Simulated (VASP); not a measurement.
# TePb in VASP: settings compared, part 2 of 2

VASP 6.6.1.

## (4) Single point, PBE

Contents of INCAR:

```
SYSTEM = TePb
  ALGO = Normal
  EDIFF = 1E-6
  ENCUT = 500
  GGA = PE
  GGA_COMPAT = .False.
  ISIF = 2
  ISMEAR = -5
  LASPH = .True.
  LCHARG = .False.
  LREAL = .False.
  LWAVE = .False.
  NBANDS = 17
  NELM = 120
  PREC = Accurate
  SIGMA = 0.1
```

Contents of KPOINTS:

```
k-points
0
Gamma
  4 4 4
  0 0 0
```

Contents of POSCAR:

```
TePb
1.0
    0.0000000000      3.2708968051      3.2708968051
    3.2708968051      0.0000000000      3.2708968051
    3.2708968051      3.2708968051      0.0000000000
Te Pb
1 1
Direct
    0.0076431638     -0.0076431638      0.0076431638
    0.5000000000      0.5000000000      0.5000000000
```

Command:

```console
cat potpaw_PBE.64/Te/POTCAR potpaw_PBE.64/Pb_d/POTCAR > POTCAR
mpirun -np 1 vasp_std > vasp.out
```

It took 28 s on 1 thread of Intel Xeon 8259CL, shared host; peak memory 0.2 GiB.

It converged, with:

```yaml
Free_energy: -7.5148 eV
Pressure: 0.5 GPa
Largest_force: 0.020 eV/Å
Band_gap_on_the_k_mesh: 0.82 eV
```

Forces in eV/Å, atoms in the order of the input:
```
Te   0.000  0.020  0.000
Pb   0.000 -0.020  0.000
```

Stress tensor (GPa, compression positive):
```
0.44 0.00 0.00
0.00 0.53 0.00
0.00 0.00 0.44
```

Levels at points of the mesh, in eV from the valence-band top:
```
           k point  band 8  band 9  band 10  band 11  band 12  band 13
(0.00, 0.00, 0.00)   -1.20   -1.19    -1.19     4.03     4.03     4.05
(0.50, 0.00, 0.00)   -0.77   -0.76     0.00     0.82     1.37     1.38
(0.50, 0.50, 0.00)   -4.20   -2.58    -2.58     3.44     5.36     5.37
(0.50, 0.00, 0.50)   -4.19   -2.58    -2.58     3.46     5.35     5.35
```

Caveat: spin-orbit coupling is left out, which moves the levels of the heavy elements. A k mesh can miss the band edges.

## (5) Single point, r2SCAN

Changes to POSCAR since step 4:

```diff
@@ -8,3 +8,3 @@
 Direct
-    0.0076431638     -0.0076431638      0.0076431638
+    0.0000000000      0.0000000000      0.0000000000
     0.5000000000      0.5000000000      0.5000000000
```

Contents of INCAR.step1:

```
SYSTEM = TePb
PREC = Accurate ; ENCUT = 550
ISMEAR = 0 ; SIGMA = 0.1
LREAL = .False. ; LASPH = .True.
NELM = 120 ; NBANDS = 17
GGA = PE ; ALGO = Normal
EDIFF = 1E-5 ; LWAVE = .True.
LCHARG = .False. ; GGA_COMPAT = .False.
```

Contents of INCAR.step2:

```
SYSTEM = TePb
PREC = Accurate ; ENCUT = 550
EDIFF = 1E-6 ; ISMEAR = 0
SIGMA = 0.1 ; LREAL = .False.
LASPH = .True. ; NELM = 120
ALGO = Normal ; ISIF = 2
LWAVE = .False. ; LCHARG = .True.
METAGGA = R2SCAN ; LMIXTAU = .True.
LELF = .True. ; LVHAR = .True.
NBANDS = 17 ; ISTART = 1
GGA_COMPAT = .False.
```

Contents of KPOINTS:

```
Automatic mesh
0
Gamma
  4 4 4
  0 0 0
```

Command:

```console
cat potpaw_PBE.64/Te/POTCAR potpaw_PBE.64/Pb_d/POTCAR > POTCAR
cp INCAR.step1 INCAR
mpirun -np 1 vasp_std > vasp.out
cp INCAR.step2 INCAR
mpirun -np 1 vasp_std > vasp.out
```

Run time: 1.9 min. Hardware: 1 thread of Intel Xeon 8259CL, shared host; peak memory 0.22 GiB.

It converged, with:

- Free energy: -82.6968 eV
- Pressure: -0.1 GPa
- Band gap on the k mesh: 1.10 eV

Levels at points of the mesh, in eV from the valence-band top:
```
           k point  band 6  band 7  band 8  band 9  band 10  band 11  band 12  band 13  band 14  band 15
(0.00, 0.00, 0.00)  -12.19   -5.73   -1.34   -1.34    -1.34     4.32     4.32     4.32     6.28     6.28
(0.50, 0.00, 0.00)  -10.78   -8.69   -0.89   -0.89     0.00     1.10     1.52     1.52     8.91     9.61
(0.50, 0.50, 0.00)  -10.55   -7.44   -4.38   -2.74    -2.74     3.75     5.70     5.70     6.96    10.46
```

Caveat: the PAW data sets were made with another functional, which shifts forces and pressure a little; spin-orbit coupling is left out, which moves the levels of the heavy elements. A k mesh can miss the band edges.

## (6) Single point, PBEsol

Contents of INCAR:

```
SYSTEM = TePb
PREC = Accurate
ENCUT = 500
EDIFF = 1E-6
ISMEAR = 0
SIGMA = 0.1
LREAL = .FALSE.
LASPH = .TRUE.
NELM = 120
ALGO = Normal
ISIF = 2
LWAVE = .FALSE.
LCHARG = .FALSE.
GGA = PS
NBANDS = 17
NELECT = 19.75
ISYM = 0
GGA_COMPAT = .FALSE.
```

Contents of KPOINTS:

```
regular mesh
0
G
  3 4 3
  0 0 0
```

POSCAR is that of step 5.

Potentials or basis: VASP PAW PBE potentials, release 64 (Te, Pb_d).

Command:

```console
cat potpaw_PBE.64/Te/POTCAR potpaw_PBE.64/Pb_d/POTCAR > POTCAR
mpirun -np 1 vasp_std > vasp.out
```

OUTCAR:

```text
SYSTEM = TePb
   PREC = Accurate
   ENCUT = 500
   EDIFF = 1E-6
   ISMEAR = 0
   LREAL = .FALSE.
   LASPH = .TRUE.
   NELM = 120
   ISIF = 2
   GGA = PS
   NELECT = 19.75
   ISYM = 0

 ion  position               nearest neighbor table
   1  0.000  0.000  0.000-   2 3.27   2 3.27   2 3.27   2 3.27   2 3.27   2 3.27
   2  0.500  0.500  0.500-   1 3.27   1 3.27   1 3.27   1 3.27   1 3.27   1 3.27

IMPORTANT INFORMATION: All symmetrisations will be switched off!
NOSYMM: (Re-)initialisation of all symmetry stuff for point group C_1.

----------------------------------------------------------------------------------------

                                     Primitive cell

  volume of cell :      69.9891

  direct lattice vectors                    reciprocal lattice vectors
     0.000000000  3.270896805  3.270896805    -0.152863276  0.152863276  0.152863276
     3.270896805  0.000000000  3.270896805     0.152863276 -0.152863276  0.152863276
     3.270896805  3.270896805  0.000000000     0.152863276  0.152863276 -0.152863276

  length of vectors
     4.625746623  4.625746623  4.625746623     0.264766960  0.264766960  0.264766960

  position of ions in fractional coordinates (direct lattice)
     0.000000000  0.000000000  0.000000000
     0.500000000  0.500000000  0.500000000

  ion indices of the primitive-cell ions
   primitive index   ion index
                 1           1
                 2           2

----------------------------------------------------------------------------------------

 KPOINTS: regular mesh

Automatic generation of k-mesh.
 Grid dimensions read from file:
 generate k-points for:    3    4    3

 Generating k-lattice:

  Cartesian coordinates                     Fractional coordinates (reciprocal lattice)
    -0.050954425  0.050954425  0.050954425     0.333333333  0.000000000  0.000000000
     0.038215819 -0.038215819  0.038215819     0.000000000  0.250000000  0.000000000
     0.050954425  0.050954425 -0.050954425     0.000000000  0.000000000  0.333333333

  Length of vectors
     0.088255653  0.066191740  0.088255653

  Shift w.r.t. Gamma in fractional coordinates (k-lattice)
     0.000000000  0.000000000  0.000000000

 -----------------------------------------------------------------------------
|                                                                             |
|           W    W    AA    RRRRR   N    N  II  N    N   GGGG   !!!           |
|           W    W   A  A   R    R  NN   N  II  NN   N  G    G  !!!           |
|           W    W  A    A  R    R  N N  N  II  N N  N  G       !!!           |
|           W WW W  AAAAAA  RRRRR   N  N N  II  N  N N  G  GGG   !            |
|           WW  WW  A    A  R   R   N   NN  II  N   NN  G    G                |
|           W    W  A    A  R    R  N    N  II  N    N   GGGG   !!!           |
|                                                                             |
|     Your reciprocal lattice and k-lattice belong to different lattice       |
|     classes:                                                                |
|                                                                             |
|        The reciprocal lattice is body-centered cubic,                       |
|        whereas your k-lattice is base-centered monoclinic.                  |
|                                                                             |
|     Results are often still useful ...                                      |
|                                                                             |
 -----------------------------------------------------------------------------

 WARNING: IBZKPT: internal override: KBLOWUP is changed to .FALSE.
      ... skipping the blow-up phase ...

 Subroutine IBZKPT returns following result:
 ===========================================

 Found     19 irreducible k-points:

 Following reciprocal coordinates:
            Coordinates               Weight
  0.000000  0.000000  0.000000      1.000000
  0.333333  0.000000  0.000000      2.000000
  0.000000  0.250000  0.000000      2.000000
  0.333333  0.250000  0.000000      2.000000
 -0.333333  0.250000  0.000000      2.000000
  0.000000  0.500000  0.000000      1.000000
[... 11 lines left out ...]
  0.333333 -0.250000  0.333333      2.000000
 -0.333333 -0.250000  0.333333      2.000000
   k-points           NKPTS =     19   k-points in BZ     NKDIM =     19   number of bands    NBANDS=     17
   number of dos      NEDOS =    301   number of ions     NIONS =      2
   total plane-waves  NPLWV =  46656
   dimension x,y,z NGX =    36 NGY =   36 NGZ =   36
   dimension x,y,z NGXF=    72 NGYF=   72 NGZF=   72
   ions per type =               1   1
   NGX,Y,Z   is equivalent  to a cutoff of  12.94, 12.94, 12.94 a.u.
   NGXF,Y,Z  is equivalent  to a cutoff of  25.88, 25.88, 25.88 a.u.
 SYSTEM =  TePb
   PREC   = accura    normal or accurate (medium, high low for compatibility)
   ISTART =      0    job   : 0-new  1-cont  2-samecut
   ICHARG =      2    charge: 1-file 2-atom 10-const
   ISPIN  =      1    spin polarized calculation?
   LNONCOLLINEAR =      F non collinear calculations
   LSORBIT =      F    spin-orbit coupling
   LASPH  =      T    aspherical Exc in radial PAW
   ENCUT  =  500.0 eV  36.75 Ry    6.06 a.u.   8.43  8.43  8.43*2*pi/ulx,y,z
   NELM   =    120;   NELMIN=  2; NELMDL= -5     # of ELM steps
   EDIFF  = 0.1E-05   stopping-criterion for ELM
   LREAL  =      F    real-space projection
   EDIFFG = 0.1E-04   stopping-criterion for IOM
   NSW    =      0    number of steps for IOM
   IBRION =     -1    ionic relax: 0-MD 1-quasi-New 2-CG
   NFREE  =      0    steps in history (QN), initial steepest desc. (CG)
   ISIF   =      2    stress and relaxation
   ISYM   =      0    0-nonsym 1-usesym 2-fastsym
   POTIM  = 0.5000    time-step for ionic-motion
   TEBEG  =    0.0;   TEEND  =   0.0 temperature during run
   PSTRESS=    0.0 pullay stress
   NELECT =      19.7500    total number of electrons
   NUPDOWN=      -1.0000    fix difference up-down
   EMIN   =  10.00;   EMAX   =-10.00  energy-range for DOS
   EFERMI =   0.00;   METHOD = LEGACY
   ISMEAR =     0;   SIGMA  =   0.10  broadening in eV -4-tet -1-fermi 0-gaus
   EFERMI_NEDOS =   21; number of points for ismear=-14 and -15
   IALGO  =     38    algorithm
   IMIX   =      4    mixing-type and parameters
     AMIX     =   0.40;   BMIX     =  1.00
     AMIX_MAG =   1.60;   BMIX_MAG =  1.00
  volume/ion in A,a.u.               =      34.99       236.15
  Fermi-wavevector in a.u.,A,eV,Ry     =   1.073792  2.029174 15.687929  1.153030
  Thomas-Fermi vector in A             =   2.209602
   LORBIT       =      0    0 simple, 1 ext, 2 COOP (PROOUT), +10 PAW based schemes
   GGA     = PS    functional components
   LHFCALC =     F    Hartree Fock is set to
   AEXX    =    0.0000 exact exchange contribution
   IVDW    =     0    specifies the selected vdW correction
   LEPSILON=     F    determine dielectric tensor
   LRPA    =     F    only Hartree local field effects (RPA)
 non-spin polarized calculation
 Gauss-broadening in eV      SIGMA  =   0.10
  energy-cutoff  :      500.00
  volume of cell :       69.99
 maximum number of plane-waves:      1807
 NGX is ok and might be reduce to    36
   NGX = 17   NGY = 17   NGZ = 17

 number of electron      19.7500001 magnetization

 Free energy of the ion-electron system (eV)
  ---------------------------------------------------
  ext. energy  EPLUGINS =         0.00000000
  ---------------------------------------------------
  free energy    TOTEN  =        -9.41778855 eV

  energy without entropy =       -9.40487590  energy(sigma->0) =       -9.41133222

 E-fermi :   4.6457     XC(G=0):  -9.2293

 val. band max:        4.6415108004   @ k =   0.0000   0.0000   0.3333
 cond. band min:       4.9885156443   @ k =   0.0000   0.5000   0.0000
 fundamental gap:      0.3470048439
 Fermi energy:         4.6457420445

 k-point     1 :       0.0000    0.0000    0.0000
  band No.  band energies     occupation
      1     -11.5993      2.00000
      2     -11.5887      2.00000
      3     -11.5834      2.00000
      4     -11.5825      2.00000
      5     -11.5733      2.00000
      6      -6.7479      2.00000
[... 9 lines left out ...]
     16      10.9338      0.00000
     17      12.4374      0.00000
[... 343 lines left out ...]
      1     -11.6234      2.00000
      2     -11.5929      2.00000
      3     -11.5814      2.00000
      4     -11.5686      2.00000
      5     -11.5607      2.00000
      6      -5.1810      2.00000
[... 9 lines left out ...]
     16      14.2914      0.00000
     17      15.5292      0.00000

------------------------ aborting loop because EDIFF is reached ----------------------------------------

  FORCE on cell =-STRESS in cart. coord.  units (eV):
  Direction    XX          YY          ZZ          XY          YZ          ZX
  --------------------------------------------------------------------------------------
  -------------------------------------------------------------------------------------
  Total       -3.6612513     -3.7608976     -3.6612602      0.1000792      0.1000794     -0.0972456
  in kB      -83.8126552    -86.0937386    -83.8128580      2.2909942      2.2909982     -2.2261267
  external PRESSURE =     -84.5730839 kB  Pullay stress =       0.0000000 kB

 VOLUME and BASIS-vectors are now :
 -----------------------------------------------------------------------------
  energy-cutoff  :      500.00
  volume of cell :       69.99
      direct lattice vectors                 reciprocal lattice vectors
     0.000000000  3.270896805  3.270896805    -0.152863276  0.152863276  0.152863276
     3.270896805  0.000000000  3.270896805     0.152863276 -0.152863276  0.152863276
     3.270896805  3.270896805  0.000000000     0.152863276  0.152863276 -0.152863276

 POSITION                                       TOTAL-FORCE (eV/Angst)
 -----------------------------------------------------------------------------------
      0.00000      0.00000      0.00000        -0.000003     -0.000001      0.000004
      3.27090      3.27090      3.27090         0.000003      0.000001     -0.000004
 -----------------------------------------------------------------------------------
    total drift:                                0.000006      0.000000     -0.000004

  FREE ENERGIE OF THE ION-ELECTRON SYSTEM (eV)
  ---------------------------------------------------
  free  energy   TOTEN  =        -9.4177885499 eV

  energy  without entropy=       -9.4048758953  energy(sigma->0) =       -9.41133222
```

It took 34 s on 1 thread of Intel Xeon 8259CL, shared host; peak memory 0.21 GiB.

Results:

* Free energy: -9.4178 eV

Levels at points of the mesh, in eV from the Fermi level:
```csv
k point,band 7,band 8,band 9,band 10,band 11,band 12,band 13,band 14
"(0.00, 0.00, 0.00)",-5.37,-0.88,-0.84,-0.84,4.40,4.41,4.41,6.27
"(0.00, 0.50, 0.00)",-8.03,-0.43,-0.42,0.34,1.16,1.73,1.75,8.69
```

Caveat: the k points lie up to 0.55 Å⁻¹ apart; the cell carries a net charge on a neutralising background, which shifts energy and pressure; the cell is charged against a uniform background, so pressure and absolute levels hang on convention; this odd mesh misses L, so gap, dielectric constants and Born charges aren't listed; the PAW data sets were made with another functional, which shifts forces and pressure a little; spin-orbit coupling is left out, which moves the levels of the heavy elements.

## (7) The runs side by side

```csv
level,potentials or basis,spin,cell,k mesh,cutoff (eV),smearing,gap on the mesh (eV),pressure (GPa)
LDA,"VASP PAW LDA potentials, release 64 (Te, Pb_d)",off,"as given, atomic positions A",4 × 4 × 4,500,gaussian 0.1 eV,0.71,-3.0
r2SCAN,"VASP PAW PBE potentials, release 64 (Te, Pb_d)","collinear, zero start","as given, atomic positions A",2 × 2 × 2,550,gaussian 0.1 eV,1.01,6.4
PBE,"VASP PAW PBE potentials, release 64 (Te, Pb_d)",off,"as given, atomic positions B",4 × 4 × 4,500,tetrahedron,0.82,0.5
r2SCAN,"VASP PAW PBE potentials, release 64 (Te, Pb_d)",off,"as given, atomic positions A",4 × 4 × 4,550,gaussian 0.1 eV,1.10,-0.1
```

Alike in all rows: task single point.

Caveats: some runs use coarse meshes; spin-orbit coupling is left out, which moves the levels of the heavy elements; the PAW data sets were made with another functional, which shifts forces and pressure a little (at least some runs); the cell stands under tension (at least some runs).

Absolute energies hang on the potentials; compare differences alone.
